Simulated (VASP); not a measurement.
Input of a VASP 6.6.1 run:

File INCAR:

```
SYSTEM = CaS
PREC = Accurate
ENCUT = 500
EDIFF = 1E-6
ISMEAR = -1
SIGMA = 0.2585199978643553
LREAL = .FALSE.
LASPH = .TRUE.
NELM = 120
ALGO = Normal
ISIF = 2
LWAVE = .FALSE.
LCHARG = .TRUE.
GGA = PE
LELF = .TRUE.
LVHAR = .TRUE.
NBANDS = 15
GGA_COMPAT = .FALSE.
```

Contents of KPOINTS:

```
regular mesh
0
G
  4 4 4
  0 0 0
```

Contents of POSCAR:

```
CaS
1.0
    0.0000000000      2.8523742917      2.8523742917
    2.8523742917      0.0000000000      2.8523742917
    2.8523742917      2.8523742917      0.0000000000
Ca S
1 1
Direct
    0.0000000000      0.0000000000      0.0000000000
    0.5000000000      0.5000000000      0.5000000000
```

Potentials or basis: VASP PAW PBE potentials, release 64 (Ca_sv, S).

Run with:

```console
$ cat potpaw_PBE.64/Ca_sv/POTCAR potpaw_PBE.64/S/POTCAR > POTCAR
$ mpirun -np 1 vasp_std > vasp.out
```

Question: What does it give for the band gap on the k mesh?

Answer: 2.36 eV (least direct gap 3.17 eV).

Question: Predict the pressure.

Answer: 0.5 GPa.

Caveat: the k points lie up to 0.48 Å⁻¹ apart. A k mesh can miss the band edges.
